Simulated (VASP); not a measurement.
Wanted: the native input for a VASP 6.6.1 run.

```yaml
Task: single point
Functional: PBE
Potentials_or_basis: VASP PAW PBE potentials, release 64 (Ca_sv)
Cutoff: 520 eV
k_mesh: 9 × 9 × 1
Occupations: fermi-dirac, width 0.08 eV
Spin: no spin polarisation
Dipole_correction: yes
Further_INCAR_settings: ALGO = Normal; EDIFF = 1e-07; NBANDS = 22
```

The structure of Ca lies in POSCAR:

```
Ca
1.0
    3.9070577562      0.0000000000      0.0000000000
    0.0000000000      3.9070577562      0.0000000000
    0.0000000000      0.0000000000     25.5254000000
Ca
3
Direct
    0.0000000000      0.0000000000      0.3949623065
    0.5000000000      0.5000000000      0.5000000010
    0.0000000000      0.0000000000      0.6050376925
```

One way to write it, as run:

INCAR

```
PREC = Accurate ; ENCUT = 520
EDIFF = 1E-7 ; ISMEAR = -1
SIGMA = 0.08 ; LREAL = False
LASPH = True ; NELM = 80
ALGO = Normal ; ISIF = 2
LWAVE = False ; LCHARG = False
LDIPOL = True ; IDIPOL = 3
DIPOL = 0.5 0.5 0.500 ; GGA = PE
NBANDS = 22
```

KPOINTS

```
Automatic mesh
0
Gamma
  9 9 1
```

Potentials or basis: VASP PAW PBE potentials, release 64 (Ca_sv).

Launch:

```sh
$ cat potpaw_PBE.64/Ca_sv/POTCAR > POTCAR
$ mpirun -np 1 vasp_std > vasp.out
```

Results of the run:

```yaml
Largest_force: 0.006 eV/Å
Band_gap_on_the_k_mesh: zero (band 15 reaches -1.02 eV, above the bottom of band 16 at -1.14 eV)
```

Wall time 3.6 min on 1 thread of Intel(R) Xeon(R) Platinum 8259CL CPU @ 2.50GHz (Skylake/Cascade Lake) (shared host), peak memory 0.46 GiB.
